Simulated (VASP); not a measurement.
HfB2, 3 atoms in the cell. The structure is hexagonal, space group P6/mmm (No. 191). The conventional cell has a = 3.140 Å, b = 3.140 Å, c = 3.480 Å, α = 90.00°, β = 90.00°, γ = 120.00°. Hf (site symmetry 6/mmm) has 12 B at 2.51 Å and 6 Hf at 3.14 Å within 3.3 Å. Within 2.4 Å of B (site symmetry -6m2) lie 3 B at 1.81 Å. 

* Program: VASP 6.6.1
* Task: vibrations by perturbation theory
* Functional: PBE
* Potentials or basis: VASP PAW PBE potentials, release 64 (Hf_pv, B)
* Cutoff: 520 eV
* k mesh: 7 × 7 × 6
* Occupations: fermi-dirac, width 0.05 eV
* Spin: no spin polarisation
* Dipole correction: no
* Further INCAR settings: ALGO = Normal; EDIFF = 1e-08; IBRION = 8; NSW = 1

Potentials or basis: VASP PAW PBE potentials, release 64 (Hf_pv, B).

Command:

```sh
$ cat potpaw_PBE.64/Hf_pv/POTCAR potpaw_PBE.64/B/POTCAR > POTCAR
$ mpirun -np 1 vasp_std > vasp.out
```

Hardware: 1 thread of Intel(R) Xeon(R) Platinum 8488C (Sapphire Rapids), with other jobs on the host.

Problem. Estimate the wall time of this run.

Solution. Run time: 120 s on 1 thread of Intel(R) Xeon(R) Platinum 8488C (Sapphire Rapids), with other jobs on the host, peak memory 0.24 GiB. Counts: scf iterations 89, k points 32.
